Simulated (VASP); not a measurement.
# Ca (I4/mmm) in VASP: further runs

Ca is run at these levels: PBE; tasks: single point.

All numbers are computed with VASP 6.6.1; they aren't measurements. Logs are shortened: lines on timing, memory, paths and dates and some standing lists are left out, and cuts for length are marked.

## Step 1: The cell of the first run

Symmetry: I4/mmm, No. 139, tetragonal system. The conventional cell has a = 3.719 Å, b = 3.719 Å, c = 6.311 Å, α = 90.00°, β = 90.00°, γ = 90.00°. Ca (site symmetry 4/mmm) has 12 Ca at 3.72 to 4.11 Å within 4.9 Å.

## Step 2: Single point, PBE

INCAR

```
PREC     = Accurate       # precision mode
ENCUT    = 520            # plane-wave cutoff, eV
EDIFF    = 1E-6           # SCF threshold, eV
ISMEAR   = 0              # smearing method
SIGMA    = 0.15           # smearing width, eV
LREAL    = False          # projectors in reciprocal space
LASPH    = True           # aspherical terms in the spheres
NELM     = 60             # most SCF steps
ALGO     = Fast           # electronic algorithm
ISIF     = 2              # what is computed and relaxed
LWAVE    = False          # write WAVECAR
LCHARG   = False          # write CHGCAR
GGA      = PE             # functional
NBANDS   = 11             # bands
```

KPOINTS

```
Automatic mesh
0
Gamma
  16 16 16
```

POSCAR

```
Ca
1.0
    0.0000000000      2.6294428719      3.1553314463
    2.6294428719      0.0000000000      3.1553314463
    2.6294428719      2.6294428719      0.0000000000
Ca
1
Direct
    0.0000000000      0.0000000000      0.0000000000
```

Potentials or basis: VASP PAW PBE potentials, release 64 (Ca_sv).

The run is started by

```console
cat potpaw_PBE.64/Ca_sv/POTCAR > POTCAR
mpirun -np 1 vasp_std > vasp.out
```

OUTCAR:

```text
PREC = Accurate
   ENCUT = 520
   EDIFF = 1E-6
   ISMEAR = 0
   LREAL = False
   LASPH = True
   NELM = 60
   ISIF = 2
   GGA = PE

 ion  position               nearest neighbor table
   1  0.000  0.000  0.000-

  LATTYP: Found a body centered tetragonal cell.
 ALAT       =     3.7185937709
 C/A-ratio  =     1.6970562749

  Lattice vectors:

 A1 = (  -2.6294428719,   0.0000000000,   3.1553314463)
 A2 = (   2.6294428719,   0.0000000000,   3.1553314463)
 A3 = (   0.0000000000,   2.6294428719,  -3.1553314463)

Analysis of symmetry for initial positions (statically):
=====================================================================
 Subroutine PRICEL returns:
 Original cell was already a primitive cell.

 Routine SETGRP: Setting up the symmetry group for a
 body centered tetragonal supercell.

 Subroutine GETGRP returns: Found 16 space group operations
 (whereof 16 operations were pure point group operations)
 out of a pool of 16 trial point group operations.

The static configuration has the point symmetry D_4h.

Analysis of symmetry for dynamics (positions and initial velocities):
=====================================================================
 Subroutine PRICEL returns:
 Original cell was already a primitive cell.

 Routine SETGRP: Setting up the symmetry group for a
 body centered tetragonal supercell.

 Subroutine GETGRP returns: Found 16 space group operations
 (whereof 16 operations were pure point group operations)
 out of a pool of 16 trial point group operations.

The dynamic configuration has the point symmetry D_4h.

 Subroutine INISYM returns: Found 16 space group operations
 (whereof 16 operations are pure point group operations),
 and found     1 'primitive' translations

----------------------------------------------------------------------------------------

                                     Primitive cell

  volume of cell :      43.6317

  direct lattice vectors                    reciprocal lattice vectors
     0.000000000  2.629442872  3.155331446    -0.190154350  0.190154350  0.158461958
     2.629442872  0.000000000  3.155331446     0.190154350 -0.190154350  0.158461958
     2.629442872  2.629442872  0.000000000     0.190154350  0.190154350 -0.158461958

  length of vectors
     4.107321068  4.107321068  3.718593771     0.312133859  0.312133859  0.312133859

  position of ions in fractional coordinates (direct lattice)
     0.000000000  0.000000000  0.000000000

  ion indices of the primitive-cell ions
   primitive index   ion index
                 1           1

----------------------------------------------------------------------------------------

 KPOINTS: Automatic mesh

Automatic generation of k-mesh.
 Grid dimensions read from file:
 generate k-points for:   16   16   16

 Generating k-lattice:

  Cartesian coordinates                     Fractional coordinates (reciprocal lattice)
    -0.011884647  0.011884647  0.009903872     0.062500000  0.000000000  0.000000000
     0.011884647 -0.011884647  0.009903872     0.000000000  0.062500000  0.000000000
     0.011884647  0.011884647 -0.009903872    -0.000000000 -0.000000000  0.062500000

  Length of vectors
     0.019508366  0.019508366  0.019508366

  Shift w.r.t. Gamma in fractional coordinates (k-lattice)
     0.000000000  0.000000000  0.000000000

 Subroutine IBZKPT returns following result:
 ===========================================

 Found    349 irreducible k-points:

 Following reciprocal coordinates:
            Coordinates               Weight
  0.000000  0.000000  0.000000      1.000000
  0.062500 -0.000000  0.000000      8.000000
  0.125000 -0.000000  0.000000      8.000000
  0.187500  0.000000  0.000000      8.000000
  0.250000 -0.000000  0.000000      8.000000
  0.312500 -0.000000  0.000000      8.000000
[... 16 lines left out ...]
 -0.125000  0.062500  0.000000      8.000000
 -0.062500  0.062500  0.000000      4.000000
 [... further k-points ...]
   k-points           NKPTS =    349   k-points in BZ     NKDIM =    349   number of bands    NBANDS=     11
   number of dos      NEDOS =    301   number of ions     NIONS =      1
   total plane-waves  NPLWV =  28672
   dimension x,y,z NGX =    32 NGY =   32 NGZ =   28
   dimension x,y,z NGXF=    64 NGYF=   64 NGZF=   56
   ions per type =               1
   NGX,Y,Z   is equivalent  to a cutoff of  12.95, 12.95, 12.52 a.u.
   NGXF,Y,Z  is equivalent  to a cutoff of  25.90, 25.90, 25.04 a.u.
 SYSTEM =  unknown system
   PREC   = accura    normal or accurate (medium, high low for compatibility)
   ISTART =      0    job   : 0-new  1-cont  2-samecut
   ICHARG =      2    charge: 1-file 2-atom 10-const
   ISPIN  =      1    spin polarized calculation?
   LNONCOLLINEAR =      F non collinear calculations
   LSORBIT =      F    spin-orbit coupling
   LASPH  =      T    aspherical Exc in radial PAW
   ENCUT  =  520.0 eV  38.22 Ry    6.18 a.u.   7.64  7.64  6.91*2*pi/ulx,y,z
   NELM   =     60;   NELMIN=  2; NELMDL= -5     # of ELM steps
   EDIFF  = 0.1E-05   stopping-criterion for ELM
   LREAL  =      F    real-space projection
   EDIFFG = 0.1E-04   stopping-criterion for IOM
   NSW    =      0    number of steps for IOM
   IBRION =     -1    ionic relax: 0-MD 1-quasi-New 2-CG
   NFREE  =      0    steps in history (QN), initial steepest desc. (CG)
   ISIF   =      2    stress and relaxation
   ISYM   =      2    0-nonsym 1-usesym 2-fastsym
   POTIM  = 0.5000    time-step for ionic-motion
   TEBEG  =    0.0;   TEEND  =   0.0 temperature during run
   PSTRESS=    0.0 pullay stress
   NELECT =      10.0000    total number of electrons
   NUPDOWN=      -1.0000    fix difference up-down
   EMIN   =  10.00;   EMAX   =-10.00  energy-range for DOS
   EFERMI =   0.00;   METHOD = LEGACY
   ISMEAR =     0;   SIGMA  =   0.15  broadening in eV -4-tet -1-fermi 0-gaus
   EFERMI_NEDOS =   21; number of points for ismear=-14 and -15
   IALGO  =     68    algorithm
   IMIX   =      4    mixing-type and parameters
     AMIX     =   0.40;   BMIX     =  1.00
     AMIX_MAG =   1.60;   BMIX_MAG =  1.00
  volume/ion in A,a.u.               =      43.63       294.44
  Fermi-wavevector in a.u.,A,eV,Ry     =   1.001861  1.893242 13.656506  1.003725
  Thomas-Fermi vector in A             =   2.134310
   LORBIT       =      0    0 simple, 1 ext, 2 COOP (PROOUT), +10 PAW based schemes
   GGA     = PE    functional components
   LHFCALC =     F    Hartree Fock is set to
   AEXX    =    0.0000 exact exchange contribution
   IVDW    =     0    specifies the selected vdW correction
   LEPSILON=     F    determine dielectric tensor
   LRPA    =     F    only Hartree local field effects (RPA)
 non-spin polarized calculation
 RMM-DIIS sequential band-by-band and
 Gauss-broadening in eV      SIGMA  =   0.15
  energy-cutoff  :      520.00
  volume of cell :       43.63
 maximum number of plane-waves:      1200
   NGX = 15   NGY = 15   NGZ = 13

 number of electron      10.0000001 magnetization

 Free energy of the ion-electron system (eV)
  ---------------------------------------------------
  ext. energy  EPLUGINS =         0.00000000
  ---------------------------------------------------
  free energy    TOTEN  =        -1.89813903 eV

  energy without entropy =       -1.88091354  energy(sigma->0) =       -1.88952628

 E-fermi :   1.8297     XC(G=0):  -7.6312

 val. band max:        1.8240242176   @ k =  -0.3750   0.2500   0.0000
 cond. band min:       1.8336660029   @ k =  -0.1250   0.5000   0.3750
 fundamental gap:      0.0096417852
 Fermi energy:         1.8296697424

 k-point     1 :       0.0000    0.0000    0.0000
  band No.  band energies     occupation
      1     -40.2817      2.00000
      2     -21.2077      2.00000
      3     -21.1951      2.00000
      4     -21.1951      2.00000
      5      -2.1288      2.00000
      6       3.6084      0.00000
      7       4.4542      0.00000
      8       4.4833      0.00000
      9       4.4833      0.00000
     10       5.6003      0.00000
     11      11.0883      0.00000

 k-point     2 :       0.0625   -0.0000    0.0000
  band No.  band energies     occupation
      1     -40.2812      2.00000
      2     -21.2092      2.00000
      3     -21.2000      2.00000
      4     -21.1952      2.00000
      5      -2.0627      2.00000
      6       3.6176      0.00000
      7       4.3966      0.00000
      8       4.4747      0.00000
      9       4.5087      0.00000
     10       5.5632      0.00000
     11      11.1464      0.00000

 k-point     3 :       0.1250   -0.0000    0.0000
  band No.  band energies     occupation
      1     -40.2798      2.00000
      2     -21.2185      2.00000
      3     -21.2087      2.00000
      4     -21.1953      2.00000
      5      -1.8668      2.00000
      6       3.6193      0.00000
      7       4.1906      0.00000
      8       4.5327      0.00000
      9       4.5778      0.00000
     10       5.4669      0.00000
     11      11.0216      0.00000

 k-point     4 :       0.1875    0.0000    0.0000
  band No.  band energies     occupation
      1     -40.2776      2.00000
      2     -21.2404      2.00000
      3     -21.2137      2.00000
      4     -21.1954      2.00000
      5      -1.5483      2.00000
      6       3.5283      0.00000
      7       3.9581      0.00000
      8       4.6633      0.00000
      9       4.6736      0.00000
     10       5.3569      0.00000
     11      10.0960      0.00000

 k-point     5 :       0.2500   -0.0000    0.0000
  band No.  band energies     occupation
      1     -40.2751      2.00000
      2     -21.2670      2.00000
      3     -21.2186      2.00000
      4     -21.1956      2.00000
      5      -1.1201      2.00000
      6       3.2595      0.00000
      7       3.8123      0.00000
      8       4.7032      0.00000
      9       4.9103      0.00000
     10       5.3118      0.00000
     11       9.0951      0.00000
[... 211 lines left out ...]
 k-point    21 :      -0.2500    0.0625    0.0000
  band No.  band energies     occupation
      1     -40.2733      2.00000
      2     -21.2875      2.00000
      3     -21.2207      2.00000
      4     -21.1941      2.00000
      5      -0.8313      2.00000
      6       3.0802      0.00000
      7       3.7569      0.00000
      8       4.7160      0.00000
      9       5.1440      0.00000
     10       5.1912      0.00000
     11       8.6581      0.00000

 k-point    22 :      -0.1875    0.0625    0.0000
  band No.  band energies     occupation
      1     -40.2758      2.00000
      2     -21.2609      2.00000
      3     -21.2159      2.00000
      4     -21.1939      2.00000
      5      -1.3052      2.00000
      6       3.4619      0.00000
      7       3.8222      0.00000
      8       4.7219      0.00000
      9       4.8576      0.00000
     10       5.1787      0.00000
     11       9.6091      0.00000

 k-point    23 :      -0.1250    0.0625    0.0000
  band No.  band energies     occupation
      1     -40.2782      2.00000
      2     -21.2350      2.00000
      3     -21.2119      2.00000
      4     -21.1941      2.00000
      5      -1.6776      2.00000
      6       3.7079      0.00000
      7       3.9349      0.00000
      8       4.6348      0.00000
      9       4.6534      0.00000
     10       5.3011      0.00000
     11      10.6395      0.00000

 k-point    24 :      -0.0625    0.0625    0.0000
  band No.  band energies     occupation
      1     -40.2801      2.00000
      2     -21.2137      2.00000
      3     -21.2094      2.00000
      4     -21.1945      2.00000
      5      -1.9333      2.00000
      6       3.6871      0.00000
      7       4.2046      0.00000
      8       4.5342      0.00000
      9       4.5505      0.00000
     10       5.4498      0.00000
     11      11.1622      0.00000

 [... further k-points ...]

------------------------ aborting loop because EDIFF is reached ----------------------------------------

  FORCE on cell =-STRESS in cart. coord.  units (eV):
  Direction    XX          YY          ZZ          XY          YZ          ZX
  --------------------------------------------------------------------------------------
  -------------------------------------------------------------------------------------
  Total        0.0787481      0.0787481     -0.6060355      0.0000000      0.0000000     -0.0000000
  in kB        2.8916659      2.8916659    -22.2539042      0.0000000      0.0000000     -0.0000000
  external PRESSURE =      -5.4901908 kB  Pullay stress =       0.0000000 kB

 VOLUME and BASIS-vectors are now :
 -----------------------------------------------------------------------------
  energy-cutoff  :      520.00
  volume of cell :       43.63
      direct lattice vectors                 reciprocal lattice vectors
     0.000000000  2.629442872  3.155331446    -0.190154350  0.190154350  0.158461958
     2.629442872  0.000000000  3.155331446     0.190154350 -0.190154350  0.158461958
     2.629442872  2.629442872  0.000000000     0.190154350  0.190154350 -0.158461958

 POSITION                                       TOTAL-FORCE (eV/Angst)
 -----------------------------------------------------------------------------------
      0.00000      0.00000      0.00000        -0.000000      0.000000      0.000000
 -----------------------------------------------------------------------------------
    total drift:                               -0.000000     -0.000000     -0.000000

  FREE ENERGIE OF THE ION-ELECTRON SYSTEM (eV)
  ---------------------------------------------------
  free  energy   TOTEN  =        -1.8981390282 eV

  energy  without entropy=       -1.8809135371  energy(sigma->0) =       -1.88952628
```

It took 1.8 min on 1 thread of AMD EPYC 9R45 (Zen 5), shared host; peak memory 0.27 GiB.

Results:

```yaml
Free_energy: -1.8981 eV
Pressure: -0.5 GPa
Band_gap_on_the_k_mesh: zero (band 5 reaches 2.04 eV, above the bottom of band 6 at 1.69 eV)
```

## Step 3: Single point, PBE

This run uses another cell than the first one, of the same volume but with other edges.

INCAR, as its differences from that of step 2:

```diff
@@ -7,3 +7,3 @@
 LASPH    = True           # aspherical terms in the spheres
-NELM     = 60             # most SCF steps
+NELM     = 80             # most SCF steps
 ALGO     = Fast           # electronic algorithm
```

KPOINTS

```
regular mesh
0
Gamma
  16 16 16
```

POSCAR

```
Ca
1.0
    0.0000000000      3.0354700633      2.3676666494
    3.0354700633      0.0000000000      2.3676666494
    3.0354700633      3.0354700633      0.0000000000
Ca
1
Direct
    0.0000000000      0.0000000000      0.0000000000
```

Potentials or basis: VASP PAW PBE potentials, release 64 (Ca_sv).

The run is started by

```console
cat potpaw_PBE.64/Ca_sv/POTCAR > POTCAR
mpirun -np 1 vasp_std > vasp.out
```

It took 1.7 min on 1 thread of AMD EPYC 9R45 (Zen 5), shared host; peak memory 0.27 GiB.

Results (log left out):

```
Free energy            : -1.9220 eV
Pressure               : -0.6 GPa
Band gap on the k mesh : zero (band 5 reaches 2.15 eV, above the bottom of band 6 at 1.74 eV)
```

Stress tensor (GPa, compression positive):
```
-0.64  0.00  0.00
 0.00 -0.64  0.00
 0.00  0.00 -0.40
```

Levels at points of the mesh, in eV from the Fermi level:
| k point | band 3 | band 4 | band 5 | band 6 | band 7 | band 8 |
| --- | --- | --- | --- | --- | --- | --- |
| (0.00, 0.00, 0.00) | -23.06 | -23.05 | -4.00 | 2.15 | 2.15 | 2.54 |
| (0.50, 0.00, 0.00) | -23.10 | -23.05 | -0.94 | -0.14 | 1.52 | 2.90 |
| (0.50, 0.50, 0.00) | -23.14 | -23.14 | -0.03 | 0.20 | 2.82 | 3.97 |
| (0.50, 0.00, 0.50) | -23.10 | -23.07 | -0.75 | 0.18 | 1.01 | 3.49 |
